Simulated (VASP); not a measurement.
Here is a VASP 6.6.1 calculation.

The input INCAR:

```
SYSTEM = HC12
ALGO = Normal
EDIFF = 1E-7
ENCUT = 520
GGA = CA
ISIF = 2
ISMEAR = 0
LASPH = .TRUE.
LCHARG = .TRUE.
LELF = .TRUE.
LREAL = .FALSE.
LVHAR = .TRUE.
LWAVE = .FALSE.
NBANDS = 36
NELECT = 48.0
NELM = 60
PREC = Accurate
SIGMA = 0.05
```

KPOINTS

```
k-points
0
G
  6 6 6
  0 0 0
```

File POSCAR:

```
HC12
1.0
    1.7657489870     -3.5314979740     -1.7657489870
    3.5314979740     -1.7657489870      1.7657489870
   -1.7657489870     -3.5314979740      1.7657489870
C H
12 1
Direct
    0.2500000000      1.0000000000      0.2500000000
    0.0833333333      0.3333333333      0.7500000000
    0.9166666667      0.6666666667      0.2500000000
    0.7500000000      1.0000000000      0.7500000000
    0.5833333333      0.3333333333      0.2500000000
    0.4166666667      0.6666666667      0.7500000000
    0.9583333333      0.3333333333      0.1250000000
    0.7916666667      0.6666666667      0.6250000000
    0.6250000000      1.0000000000      0.1250000000
    0.4583333333      0.3333333333      0.6250000000
    0.2916666667      0.6666666667      0.1250000000
    0.1250000000      1.0000000000      0.6250000000
    1.1250000000      0.4166666667      0.2083333333
```

Potentials or basis: VASP PAW LDA potentials, release 64 (C, H).

Command:

```bash
$ cat potpaw_LDA.64/C/POTCAR potpaw_LDA.64/H/POTCAR > POTCAR
$ mpirun -np 1 vasp_std > vasp.out
```

(1) Estimate the largest force.

## Answers

(1) 9.571 eV/Å.

Caveat: the cell carries a net charge on a neutralising background, which shifts energy and pressure.
